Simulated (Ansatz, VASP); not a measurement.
# Two plane-wave programs on SnO2

Contents of INCAR:

```
SYSTEM = SnO2
PREC     = Accurate       ! precision mode
ENCUT    = 520            ! plane-wave cutoff, eV
EDIFF    = 1E-6           ! SCF threshold, eV
ISMEAR   = 0              ! smearing method
SIGMA    = 0.05           ! smearing width, eV
LREAL    = .FALSE.        ! projectors in reciprocal space
LASPH    = .TRUE.         ! aspherical terms in the spheres
NELM     = 60             ! most SCF steps
ALGO     = Normal         ! electronic algorithm
ISIF     = 2              ! what is computed and relaxed
LWAVE    = .FALSE.        ! write WAVECAR
LCHARG   = .TRUE.         ! write CHGCAR
GGA      = PS             ! functional
LELF     = .TRUE.         ! ELF
LVHAR    = .TRUE.       
NBANDS   = 20             ! bands
```

The input KPOINTS:

```
regular mesh
0
G
  12 12 12
  0 0 0
```

POSCAR

```
SnO2
1.0
    1.5786500000      0.9114340025      4.6455666667
   -1.5786500000      0.9114340025      4.6455666667
    0.0000000000     -1.8228680049      4.6455666667
Sn O
1 2
Direct
    0.5000000000      0.5000000000      0.5000000000
    0.2414378084      0.2414378084      0.2414378084
    0.7585621916      0.7585621916      0.7585621916
```

Input for Ansatz:

```yaml
crystal:
  lattice:
    - [1.57865, 0.9114340025, 4.6455666667]
    - [-1.57865, 0.9114340025, 4.6455666667]
    - [0.0, -1.8228680049, 4.6455666667]
  atoms:
    - { symbol: Sn, position: [0.5, 0.5, 0.5] }
    - { symbol: O, position: [0.2414378084, 0.2414378084, 0.2414378084] }
    - { symbol: O, position: [0.7585621916, 0.7585621916, 0.7585621916] }
basis:
  ecutwfc: 520.0
kpoints:
  mp_grid: { grid: [12, 12, 12] }
hamiltonian:
  xc: pbesol
  pseudopotentials: { kind: paw, azcp: { folder: soft_1 } }
scf:
  occupations: { method: gaussian, width: 0.05 }
output:
  forces: true
  stress: true
  eigenvalues: true
```

Alike in both runs: task single point; functional PBEsol; k mesh 12 × 12 × 12; occupations gaussian, width 0.05 eV; no spin polarisation.

|  | VASP | Ansatz |
| --- | --- | --- |
| version | VASP 6.6.1 | Ansatz 0.2.0 |
| potentials or method | VASP PAW PBE potentials, release 64 (Sn_d, O), cutoff 520 eV | scalar-relativistic, plane waves, PAW |
| valence electrons in the cell | 26 | 26 |

|  | VASP | Ansatz | Ansatz less VASP |
| --- | --- | --- | --- |
| gap on the k mesh at the Fermi level (eV) | 2.12 | 2.14 | +0.021 |
| least direct gap on the mesh (eV) | 2.19 | 2.21 | +0.016 |
| pressure (GPa) | 2.1 | 1.4 | -0.74 |
| traceless stress, the component that is largest in VASP (GPa) | -4.67 | -4.23 | +0.444 |
| rms of the force components (eV/Å) | 0.136 | 0.167 | +0.0314 |

VASP's potentials were made for PBE, not for PBEsol, and Ansatz warns of the same on its side. Atom by atom the forces differ by 0.031 eV/Å (rms over components). The functional is the same, so the differences come from potentials, cutoffs and numerics.
